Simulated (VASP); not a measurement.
Here is a VASP 6.6.1 calculation.

File INCAR:

```
SYSTEM = Al2SiO5
PREC     = Accurate       ! precision mode
ENCUT    = 520            ! plane-wave cutoff, eV
EDIFF    = 1E-6           ! SCF threshold, eV
ISMEAR   = 0              ! smearing method
SIGMA    = 0.02           ! smearing width, eV
LREAL    = Auto         
LASPH    = .TRUE.         ! aspherical terms in the spheres
NELM     = 60             ! most SCF steps
ALGO     = Normal         ! electronic algorithm
ISIF     = 2              ! what is computed and relaxed
LWAVE    = .FALSE.        ! write WAVECAR
LCHARG   = .FALSE.        ! write CHGCAR
NBANDS   = 102            ! bands
```

The input KPOINTS:

```
Automatic mesh
0
G
  4 4 4
  0 0 0
```

The input POSCAR:

```
Al2SiO5
1.0
    7.7186970310      0.0000000000      0.0000000000
    0.0000000000      7.8401815557      0.0000000000
    0.0000000000      0.0000000000      5.5308852079
Al Si O
8 4 20
Direct
    0.0000000000      0.0000000000      0.2423935695
    0.5000000000      0.5000000000      0.2576064305
    0.0000000000      0.0000000000      0.7576064305
    0.5000000000      0.5000000000      0.7423935695
    0.8696447468      0.3617668395      0.0000000000
    0.1303552532      0.6382331605      0.0000000000
    0.3696447468      0.1382331605      0.5000000000
    0.6303552532      0.8617668395      0.5000000000
    0.2453346266      0.2500972614      0.0000000000
    0.7546653734      0.7499027386      0.0000000000
    0.7453346266      0.2499027386      0.5000000000
    0.2546653734      0.7500972614      0.5000000000
    0.0768917941      0.8621835983      0.0000000000
    0.9231082059      0.1378164017      0.0000000000
    0.5768917941      0.6378164017      0.5000000000
    0.4231082059      0.3621835983      0.5000000000
    0.0746746427      0.8613100322      0.5000000000
    0.9253253573      0.1386899678      0.5000000000
    0.5746746427      0.6386899678      0.0000000000
    0.4253253573      0.3613100322      0.0000000000
    0.1027404885      0.4005702042      0.0000000000
    0.8972595115      0.5994297958      0.0000000000
    0.6027404885      0.0994297958      0.5000000000
    0.3972595115      0.9005702042      0.5000000000
    0.2283559440      0.1314744013      0.2404040265
    0.7716440560      0.8685255987      0.2404040265
    0.7283559440      0.3685255987      0.2595959735
    0.2716440560      0.6314744013      0.2595959735
    0.7716440560      0.8685255987      0.7595959735
    0.2283559440      0.1314744013      0.7595959735
    0.2716440560      0.6314744013      0.7404040265
    0.7283559440      0.3685255987      0.7404040265
```

Potentials or basis: VASP PAW LDA potentials, release 64 (Al, Si, O).

The run is started by

```sh
$ cat potpaw_LDA.64/Al/POTCAR potpaw_LDA.64/Si/POTCAR potpaw_LDA.64/O/POTCAR > POTCAR
$ mpirun -np 1 vasp_std > vasp.out
```

Problem. Estimate the pressure.

Solution. 0.8 GPa.

Problem. Predict the largest force.

Solution. 0.077 eV/Å.

Problem. Estimate the band gap on the k mesh.

Solution. 4.97 eV.

Forces in eV/Å, atoms in the order of the input:
```
Al   0.000  0.000  0.059
Al   0.000  0.000 -0.059
Al   0.000  0.000 -0.059
Al   0.000  0.000  0.059
Al  -0.007  0.031  0.000
Al   0.007 -0.031  0.000
Al  -0.007 -0.031  0.000
Al   0.007  0.031  0.000
Si   0.006 -0.016  0.000
Si  -0.006  0.016  0.000
Si   0.006  0.016  0.000
Si  -0.006 -0.016  0.000
O    0.022 -0.023  0.000
O   -0.022  0.023  0.000
O    0.022  0.023  0.000
O   -0.022 -0.023  0.000
O   -0.055  0.019  0.000
O    0.055 -0.019  0.000
O   -0.055 -0.019  0.000
O    0.055  0.019  0.000
O   -0.040  0.049  0.000
O    0.040 -0.049  0.000
O   -0.040 -0.049  0.000
O    0.040  0.049  0.000
O   -0.027 -0.054  0.047
O    0.027  0.054  0.047
O   -0.027  0.054 -0.047
O    0.027 -0.054 -0.047
O    0.027  0.054 -0.047
O   -0.027 -0.054 -0.047
O    0.027 -0.054  0.047
O   -0.027  0.054  0.047
```

A k mesh can miss the band edges. Expect the measured gap to be larger: semilocal functionals such as LDA lack the derivative discontinuity.
